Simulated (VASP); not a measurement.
# Eu (Fm-3m) in VASP: notebook, part 2 of 2

VASP 6.6.1. The steps go on from the part before.

**4. Single point, r2SCAN, collinear spin, ferromagnetic start**

This run uses another cell than the first one, of 45.14 Å³/atom, 0.929 times its volume.

File POSCAR:

```
Eu
1.0
    0.0000000000      2.8260082505      2.8260082505
    2.8260082505      0.0000000000      2.8260082505
    2.8260082505      2.8260082505      0.0000000000
Eu
1
Direct
    0.0000000000      0.0000000000      0.0000000000
```

File INCAR.step1:

```
PREC = Accurate
ENCUT = 520
ISMEAR = -1
SIGMA = 0.1
LREAL = False
LASPH = True
NELM = 150
ISPIN = 2
MAGMOM = 4.9
LMAXMIX = 6
NBANDS = 18
GGA = PE
ALGO = Normal
EDIFF = 1E-4
LWAVE = True
LCHARG = False
```

File INCAR.step2:

```
PREC = Accurate
ENCUT = 520
EDIFF = 1E-6
ISMEAR = -1
SIGMA = 0.1
LREAL = False
LASPH = True
NELM = 150
ALGO = Normal
ISIF = 2
LWAVE = False
LCHARG = True
ISPIN = 2
MAGMOM = 4.9
LORBIT = 11
LMAXMIX = 6
METAGGA = R2SCAN
LMIXTAU = True
LELF = True
LVHAR = True
NBANDS = 18
ISTART = 1
```

File KPOINTS:

```
regular mesh
0
Gamma
  7 7 7
```

Potentials or basis: VASP PAW PBE potentials, release 64 (Eu).

Run with:

```console
cat potpaw_PBE.64/Eu/POTCAR > POTCAR
cp INCAR.step1 INCAR
mpirun -np 1 vasp_std > vasp.out
cp INCAR.step2 INCAR
mpirun -np 1 vasp_std > vasp.out
```

OUTCAR:

```text
PREC = Accurate
   ENCUT = 520
   EDIFF = 1E-6
   ISMEAR = -1
   LREAL = False
   LASPH = True
   NELM = 150
   ISIF = 2
   ISPIN = 2
   LORBIT = 11
   METAGGA = R2SCAN
   ISTART = 1

 ion  position               nearest neighbor table
   1  0.000  0.000  0.000-

  LATTYP: Found a face centered cubic cell.
 ALAT       =     5.6520165010

  Lattice vectors:

 A1 = (   0.0000000000,   2.8260082505,   2.8260082505)
 A2 = (   2.8260082505,   0.0000000000,   2.8260082505)
 A3 = (   2.8260082505,   2.8260082505,   0.0000000000)

Analysis of symmetry for initial positions (statically):
=====================================================================
 Subroutine PRICEL returns:
 Original cell was already a primitive cell.

 Routine SETGRP: Setting up the symmetry group for a
 face centered cubic supercell.

 Subroutine GETGRP returns: Found 48 space group operations
 (whereof 48 operations were pure point group operations)
 out of a pool of 48 trial point group operations.

The static configuration has the point symmetry O_h .

Analysis of symmetry for dynamics (positions and initial velocities):
=====================================================================
 Subroutine PRICEL returns:
 Original cell was already a primitive cell.

 Routine SETGRP: Setting up the symmetry group for a
 face centered cubic supercell.

 Subroutine GETGRP returns: Found 48 space group operations
 (whereof 48 operations were pure point group operations)
 out of a pool of 48 trial point group operations.

The dynamic configuration has the point symmetry O_h .

Analysis of structural, dynamic, and magnetic symmetry:
=====================================================================
 Subroutine PRICEL returns:
 Original cell was already a primitive cell.

 Routine SETGRP: Setting up the symmetry group for a
 face centered cubic supercell.

 Subroutine GETGRP returns: Found 48 space group operations
 (whereof 48 operations were pure point group operations)
 out of a pool of 48 trial point group operations.

[... 131 lines left out ...]
 number of electron      17.0000005 magnetization       7.8920625

 Free energy of the ion-electron system (eV)
  ---------------------------------------------------
  ext. energy  EPLUGINS =         0.00000000
  ---------------------------------------------------
  free energy    TOTEN  =       -39.70807993 eV

  energy without entropy =      -39.64586085  energy(sigma->0) =      -39.67697039

 E-fermi :   1.7845     XC(G=0):  -8.9816

 val. band max:        1.7432315182   @ k =  -0.4286   0.1429   0.0000
 cond. band min:       1.8887662621   @ k =   0.4286   0.1429   0.0000
 fundamental gap:      0.1455347439
 Fermi energy:         1.7845163544

 spin component 1

 k-point     1 :       0.0000    0.0000    0.0000
  band No.  band energies     occupation
      1     -41.3677      1.00000
      2     -19.3572      1.00000
      3     -19.3572      1.00000
      4     -19.3572      1.00000
      5      -3.0273      1.00000
      6       1.1285      0.99859
[... 396 lines left out ...]
      4     -19.4748      1.00000
      5       0.9632      0.99973
      6       1.0588      0.99930
[... 10 lines left out ...]
     17       7.2630      0.00000
     18       8.7287      0.00000
 Fermi energy:         1.7845163544

 spin component 2

 k-point     1 :       0.0000    0.0000    0.0000
  band No.  band energies     occupation
      1     -37.5801      1.00000
      2     -16.6048      1.00000
      3     -16.6048      1.00000
      4     -16.6048      1.00000
      5      -1.2096      1.00000
      6       5.1884      0.00000
[... 397 lines left out ...]
      5       2.3933      0.00226
      6       3.2997      0.00000
[... 10 lines left out ...]
     17       9.3643      0.00000
     18      10.6643      0.00000

------------------------ aborting loop because EDIFF is reached ----------------------------------------

  FORCE on cell =-STRESS in cart. coord.  units (eV):
  Direction    XX          YY          ZZ          XY          YZ          ZX
  --------------------------------------------------------------------------------------
  -------------------------------------------------------------------------------------
  Total       -0.3006629     -0.3006629     -0.3006629     -0.0000000     -0.0000000      0.0000000
  in kB      -10.6718615    -10.6718615    -10.6718615     -0.0000000     -0.0000000      0.0000000
  external PRESSURE =     -10.6718615 kB  Pullay stress =       0.0000000 kB

 VOLUME and BASIS-vectors are now :
 -----------------------------------------------------------------------------
  energy-cutoff  :      520.00
  volume of cell :       45.14
      direct lattice vectors                 reciprocal lattice vectors
     0.000000000  2.826008251  2.826008251    -0.176928004  0.176928004  0.176928004
     2.826008251  0.000000000  2.826008251     0.176928004 -0.176928004  0.176928004
     2.826008251  2.826008251  0.000000000     0.176928004  0.176928004 -0.176928004

 POSITION                                       TOTAL-FORCE (eV/Angst)
 -----------------------------------------------------------------------------------
      0.00000      0.00000      0.00000         0.000000     -0.000000     -0.000000
 -----------------------------------------------------------------------------------
    total drift:                               -0.000000     -0.000000      0.000000

  FREE ENERGIE OF THE ION-ELECTRON SYSTEM (eV)
  ---------------------------------------------------
  free  energy   TOTEN  =       -39.7080799317 eV

  energy  without entropy=      -39.6458608548  energy(sigma->0) =      -39.67697039

 total charge

# of ion       s       p       d       f       tot
--------------------------------------------------
    1        2.078   5.761   0.287   6.661  14.787

 magnetization (x)

# of ion       s       p       d       f       tot
--------------------------------------------------
    1       -0.004  -0.149   0.223   6.661   6.731
```

OUTCAR.step1:

```text
PREC = Accurate
   ENCUT = 520
   ISMEAR = -1
   LREAL = False
   LASPH = True
   NELM = 150
[... 1068 lines left out ...]
 POSITION                                       TOTAL-FORCE (eV/Angst)
 -----------------------------------------------------------------------------------
      0.00000      0.00000      0.00000         0.000000      0.000000      0.000000
 -----------------------------------------------------------------------------------
    total drift:                               -0.000000     -0.000000      0.000000

  FREE ENERGIE OF THE ION-ELECTRON SYSTEM (eV)
  ---------------------------------------------------
  free  energy   TOTEN  =       -11.4745262756 eV

  energy  without entropy=      -11.3910374527  energy(sigma->0) =      -11.43278186
```

It took 1.7 min on 1 thread of Intel Xeon 6975P-C (Granite Rapids), shared host; peak memory 0.22 GiB.

What came out:

* Free energy: -39.7081 eV
* Pressure: -1.1 GPa
* Net moment: 7.89 μB per cell
* Site moments: Eu +6.73 μB
* Valence electrons inside the program's atomic spheres: Eu 14.79

Caveat: the PAW data sets were made with another functional, which shifts forces and pressure a little; spin-orbit coupling is left out, which moves the levels of the heavy elements. The state reached can hang on the start; a lower one may exist.

**5. Single point, r2SCAN, collinear spin, ferromagnetic start**

This run uses another cell than the first one, of 46.87 Å³/atom, 0.964 times its volume.

File POSCAR:

```
Eu
1.0
    0.0000000000      2.8617843047      2.8617843047
    2.8617843047      0.0000000000      2.8617843047
    2.8617843047      2.8617843047      0.0000000000
Eu
1
Direct
    0.0000000000      0.0000000000      0.0000000000
```

File INCAR.step1:

```
SYSTEM = Eu
ALGO     = Normal         ! electronic algorithm
EDIFF    = 1E-4           ! SCF threshold, eV
ENCUT    = 520            ! plane-wave cutoff, eV
GGA      = PE             ! functional
ISMEAR   = -1             ! smearing method
ISPIN    = 2              ! spin polarisation
LASPH    = .TRUE.         ! aspherical terms in the spheres
LCHARG   = .FALSE.        ! write CHGCAR
LMAXMIX  = 6              ! l up to which the mixer works
LREAL    = .FALSE.        ! projectors in reciprocal space
LWAVE    = .TRUE.         ! write WAVECAR
MAGMOM   = 4.9            ! initial moments
NBANDS   = 18             ! bands
NELM     = 150            ! most SCF steps
PREC     = Accurate       ! precision mode
SIGMA    = 0.1            ! smearing width, eV
```

File INCAR.step2:

```
SYSTEM = Eu
ALGO     = Normal         ! electronic algorithm
EDIFF    = 1E-7           ! SCF threshold, eV
ENCUT    = 520            ! plane-wave cutoff, eV
ISIF     = 2              ! what is computed and relaxed
ISMEAR   = -1             ! smearing method
ISPIN    = 2              ! spin polarisation
ISTART   = 1            
LASPH    = .TRUE.         ! aspherical terms in the spheres
LCHARG   = .FALSE.        ! write CHGCAR
LMAXMIX  = 6              ! l up to which the mixer works
LMIXTAU  = .TRUE.       
LORBIT   = 11             ! projections on sites
LREAL    = .FALSE.        ! projectors in reciprocal space
LWAVE    = .FALSE.        ! write WAVECAR
MAGMOM   = 4.9            ! initial moments
METAGGA  = R2SCAN         ! meta-GGA
NBANDS   = 18             ! bands
NELM     = 150            ! most SCF steps
PREC     = Accurate       ! precision mode
SIGMA    = 0.1            ! smearing width, eV
```

File KPOINTS:

```
k-points
0
G
  7 7 7
  0 0 0
```

Run with:

```console
cat potpaw_PBE.64/Eu/POTCAR > POTCAR
cp INCAR.step1 INCAR
mpirun -np 1 vasp_std > vasp.out
cp INCAR.step2 INCAR
mpirun -np 1 vasp_std > vasp.out
```

It took 2.1 min on 1 thread of Intel Xeon 6975P-C (Granite Rapids), shared host; peak memory 0.22 GiB.

It converged, with:

```
Free energy                                           : -39.6953 eV
Pressure                                              : -1.5 GPa
Net moment                                            : 7.92 μB per cell
Site moments                                          : Eu +6.73 μB
Valence electrons inside the program's atomic spheres : Eu 14.78
```

Levels at points of the mesh, in eV from the Fermi level:
Spin up:
```
           k point  band 10  band 11  band 12  band 13  band 14  band 15
(0.00, 0.00, 0.00)    -0.55    -0.55    -0.55     1.84     1.84     1.84
```
Spin down:
```csv
k point,band 2,band 3,band 4,band 5,band 6,band 7,band 8,band 9
"(0.00, 0.00, 0.00)",-18.44,-18.44,-18.44,-2.94,3.37,3.37,3.37,5.18
```

Caveat: the PAW data sets were made with another functional, which shifts forces and pressure a little; spin-orbit coupling is left out, which moves the levels of the heavy elements. The state reached can hang on the start; a lower one may exist.

**6. Single point, r2SCAN, collinear spin, ferromagnetic start**

This run uses another cell than the first one, of 38.19 Å³/atom, 0.786 times its volume.

File POSCAR:

```
Eu
1.0
    0.0000000000      2.6729440592      2.6729440592
    2.6729440592      0.0000000000      2.6729440592
    2.6729440592      2.6729440592      0.0000000000
Eu
1
Direct
    0.0000000000      0.0000000000      0.0000000000
```

File INCAR.step1:

```
SYSTEM = Eu
PREC     = Accurate       ! precision mode
ENCUT    = 520            ! plane-wave cutoff, eV
ISMEAR   = -1             ! smearing method
SIGMA    = 0.1            ! smearing width, eV
LREAL    = .FALSE.        ! projectors in reciprocal space
LASPH    = .TRUE.         ! aspherical terms in the spheres
NELM     = 150            ! most SCF steps
ISPIN    = 2              ! spin polarisation
MAGMOM   = 4.9            ! initial moments
LMAXMIX  = 6              ! l up to which the mixer works
NBANDS   = 18             ! bands
GGA      = PE             ! functional
ALGO     = Normal         ! electronic algorithm
EDIFF    = 1E-4           ! SCF threshold, eV
LWAVE    = .TRUE.         ! write WAVECAR
LCHARG   = .FALSE.        ! write CHGCAR
```

File INCAR.step2:

```
SYSTEM = Eu
PREC     = Accurate       ! precision mode
ENCUT    = 520            ! plane-wave cutoff, eV
EDIFF    = 1E-6           ! SCF threshold, eV
ISMEAR   = -1             ! smearing method
SIGMA    = 0.1            ! smearing width, eV
LREAL    = .FALSE.        ! projectors in reciprocal space
LASPH    = .TRUE.         ! aspherical terms in the spheres
NELM     = 150            ! most SCF steps
ALGO     = Normal         ! electronic algorithm
ISIF     = 2              ! what is computed and relaxed
LWAVE    = .FALSE.        ! write WAVECAR
LCHARG   = .FALSE.        ! write CHGCAR
ISPIN    = 2              ! spin polarisation
MAGMOM   = 4.9            ! initial moments
LORBIT   = 11             ! projections on sites
LMAXMIX  = 6              ! l up to which the mixer works
METAGGA  = R2SCAN         ! meta-GGA
LMIXTAU  = .TRUE.       
NBANDS   = 18             ! bands
ISTART   = 1
```

File KPOINTS:

```
Automatic mesh
0
G
  7 7 7
  0 0 0
```

Potentials or basis: VASP PAW PBE potentials, release 64 (Eu).

Run with:

```console
cat potpaw_PBE.64/Eu/POTCAR > POTCAR
cp INCAR.step1 INCAR
mpirun -np 1 vasp_std > vasp.out
cp INCAR.step2 INCAR
mpirun -np 1 vasp_std > vasp.out
```

It took 1.7 min on 1 thread of Intel Xeon Platinum 8559C (Emerald Rapids), shared host; peak memory 0.2 GiB.

The run converged. Its results:

```yaml
Free_energy: -39.7056 eV
Pressure: 1.3 GPa
Net_moment: 7.77 μB per cell
Site_moments: Eu +6.72 μB
Valence_electrons_inside_the_program's_atomic_spheres: Eu 14.82
```

Levels at points of the mesh, in eV from the Fermi level:
Spin up:
```tsv
k point	band 10	band 11	band 12	band 13	band 14	band 15
(0.00, 0.00, 0.00)	-0.58	-0.58	-0.58	1.94	1.94	1.94
```
Spin down:
```tsv
k point	band 1	band 2	band 3	band 4	band 5	band 6	band 7	band 8	band 9	band 10
(0.00, 0.00, 0.00)	-39.30	-18.17	-18.17	-18.17	-3.19	3.54	3.54	3.54	5.02	5.51
```

Caveat: the PAW data sets were made with another functional, which shifts forces and pressure a little; spin-orbit coupling is left out, which moves the levels of the heavy elements. The state reached can hang on the start; a lower one may exist.

**7. Summary**

```tsv
cell	gap on the mesh (eV)	pressure (GPa)	moment (μB)
a = 4.097 Å, angles 60.0°, 1 atom	none	-1.8	7.93
a = 3.891 Å, angles 60.0°, 1 atom	none	-0.1	7.82
a = 3.997 Å, angles 60.0°, 1 atom	none	-1.1	7.89
a = 4.047 Å, angles 60.0°, 1 atom	none	-1.5	7.92
a = 3.780 Å, angles 60.0°, 1 atom	none	1.3	7.77
```

Alike in all rows: task single point; level r2SCAN; potentials or basis VASP PAW PBE potentials, release 64 (Eu); spin collinear, ferromagnetic start; k mesh 7 × 7 × 7; cutoff (eV) 520; smearing fermi-dirac 0.1 eV.

Caveats: the PAW data sets were made with another functional, which shifts forces and pressure a little; spin-orbit coupling is left out, which moves the levels of the heavy elements.

Absolute energies hang on the potentials; compare differences alone.
